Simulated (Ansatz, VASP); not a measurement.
## One calculation of CdS, two programs

Contents of POSCAR:

```
CdS
1.0
    4.1646012827      0.0000000000      0.0000000000
   -2.0823006414      3.6066505075      0.0000000000
    0.0000000000      0.0000000000      6.7660104900
Cd S
2 2
Direct
    0.3333333333      0.6666666667     -0.0009631164
    0.6666666667      0.3333333333      0.4990368836
    0.3333333333      0.6666666667      0.3759631164
    0.6666666667      0.3333333333      0.8759631164
```

INCAR.step1

```
SYSTEM = CdS
PREC     = Accurate       ! precision mode
ENCUT    = 520            ! plane-wave cutoff, eV
ISMEAR   = 0              ! smearing method
SIGMA    = 0.01           ! smearing width, eV
LREAL    = .False.        ! projectors in reciprocal space
LASPH    = .True.         ! aspherical terms in the spheres
NELM     = 60             ! most SCF steps
NBANDS   = 26             ! bands
GGA      = PE             ! functional
ALGO     = Normal         ! electronic algorithm
EDIFF    = 1E-4           ! SCF threshold, eV
LWAVE    = .True.         ! write WAVECAR
LCHARG   = .False.        ! write CHGCAR
```

Contents of INCAR.step2:

```
SYSTEM = CdS
PREC     = Accurate       ! precision mode
ENCUT    = 520            ! plane-wave cutoff, eV
EDIFF    = 1E-6           ! SCF threshold, eV
ISMEAR   = 0              ! smearing method
SIGMA    = 0.01           ! smearing width, eV
LREAL    = .False.        ! projectors in reciprocal space
LASPH    = .True.         ! aspherical terms in the spheres
NELM     = 60             ! most SCF steps
ALGO     = Normal         ! electronic algorithm
ISIF     = 2              ! what is computed and relaxed
LWAVE    = .False.        ! write WAVECAR
LCHARG   = .True.         ! write CHGCAR
METAGGA  = R2SCAN         ! meta-GGA
LMIXTAU  = .True.       
LELF     = .True.         ! ELF
LVHAR    = .True.       
NBANDS   = 26             ! bands
ISTART   = 1
```

File KPOINTS:

```
regular mesh
0
Gamma
  12 12 4
  0 0 0
```

Input for Ansatz:

```yaml
crystal:
  lattice:
    - [4.1646012827, 0.0, 0.0]
    - [-2.0823006414, 3.6066505075, 0.0]
    - [0.0, 0.0, 6.76601049]
  atoms:
    - { symbol: Cd, position: [0.3333333333, 0.6666666667, -0.0009631164] }
    - { symbol: Cd, position: [0.6666666667, 0.3333333333, 0.4990368836] }
    - { symbol: S, position: [0.3333333333, 0.6666666667, 0.3759631164] }
    - { symbol: S, position: [0.6666666667, 0.3333333333, 0.8759631164] }
kpoints:
  mp_grid: { grid: [12, 12, 4] }
  band_path:
    path:
      - [0.0, 0.0, 0.0]
      - [0.5, 0.0, 0.0]
      - [0.3333333333, 0.3333333333, 0.0]
      - [0.0, 0.0, 0.5]
      - [0.5, 0.0, 0.5]
      - [0.3333333333, 0.3333333333, 0.5]
    npoints: 1
hamiltonian:
  xc: r2scan
scf:
  occupations: { method: fixed }
  n_extra_bands: 5
output:
  forces: true
  stress: true
  eigenvalues: true
  write_density: true
  write_potential: true
  elf: true
  volumetric_format: npy
```

Alike in both runs: task single point; functional r2SCAN; k mesh 12 × 12 × 4; no spin polarisation.

|  | VASP | Ansatz |
| --- | --- | --- |
| version | VASP 6.6.1 | Ansatz 0.2.0 |
| potentials or method | VASP PAW PBE potentials, release 64 (Cd, S) | plane waves, PAW |
| plane-wave cutoff (eV) | 520 | 500 |
| occupations | gaussian, width 0.01 eV | fixed |
| valence electrons in the cell | 36 | 52 |

|  | VASP | Ansatz | Ansatz less VASP |
| --- | --- | --- | --- |
| gap on the k mesh at the Fermi level (eV) | 1.63 | 1.63 | +0.005 |
| pressure (GPa) | 0.3 | 0.0 | -0.31 |

VASP's potentials were made for PBE, not for r2SCAN. VASP's potentials hold 36 valence electrons a cell and Ansatz's 52, so a difference there can come from the potentials and not from the codes.
